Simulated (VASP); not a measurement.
Crystal: TiSi2.

```
CELL_PARAMETERS angstrom
2.23869 -3.87752 0.00000
-4.47737 0.00000 0.00000
0.00000 0.00000 -5.36667
ATOMIC_POSITIONS crystal
Si 0.00000 0.00000 0.50000
Si 0.00000 0.00000 0.00000
Si 0.66667 0.33333 0.25000
Si 0.66667 0.33333 0.75000
Ti 0.33333 0.66667 0.25000
Ti 0.33333 0.66667 0.75000
```

| Item | Value |
| --- | --- |
| Program | VASP 6.6.1 |
| Task | relaxation of cell and atoms |
| Functional | PBE |
| Potentials or basis | VASP PAW PBE potentials, release 64 (Si, Ti_sv) |
| Cutoff | 500 eV |
| k mesh | 12 × 12 × 8 |
| Occupations | gaussian, width 0.1 eV |
| Spin | no spin polarisation |

At the start: pressure -3.5 GPa; volume 15.53 Å³/atom.

Task: How do energy, volume and symmetry change on relaxing?

Result: Over 5 steps the energy falls by 9.3 meV/atom and the volume is 14.94 Å³/atom (-3.8 %); space group P-6m2 (No. 187, to 0.1 Å) before and after.

The path:
| step | energy change (eV) | largest force (eV/Å) | pressure (GPa) | volume (Å³) |
| --- | --- | --- | --- | --- |
| 1 | 0.0000 | 0.0000 | -3.53 | 93.17 |
| 2 | -0.0451 | 0.0000 | 1.52 | 88.62 |
| 3 | -0.0482 | 0.0000 | 0.44 | 89.50 |
| 4 | -0.0550 | 0.0000 | 0.21 | 89.59 |
| 5 | -0.0555 | 0.0000 | 0.14 | 89.62 |

Final structure:
```yaml
crystal:
  lattice:
    - [2.22952, -3.86164, 0.00000]
    - [-4.45904, 0.00000, 0.00000]
    - [0.00000, 0.00000, -5.20459]
  atoms:
    - { symbol: Si, position: [0.00000, 0.00000, 0.50000] }
    - { symbol: Si, position: [0.00000, 0.00000, 0.00000] }
    - { symbol: Si, position: [0.66667, 0.33333, 0.25000] }
    - { symbol: Si, position: [0.66667, 0.33333, 0.75000] }
    - { symbol: Ti, position: [0.33333, 0.66667, 0.25000] }
    - { symbol: Ti, position: [0.33333, 0.66667, 0.75000] }
```
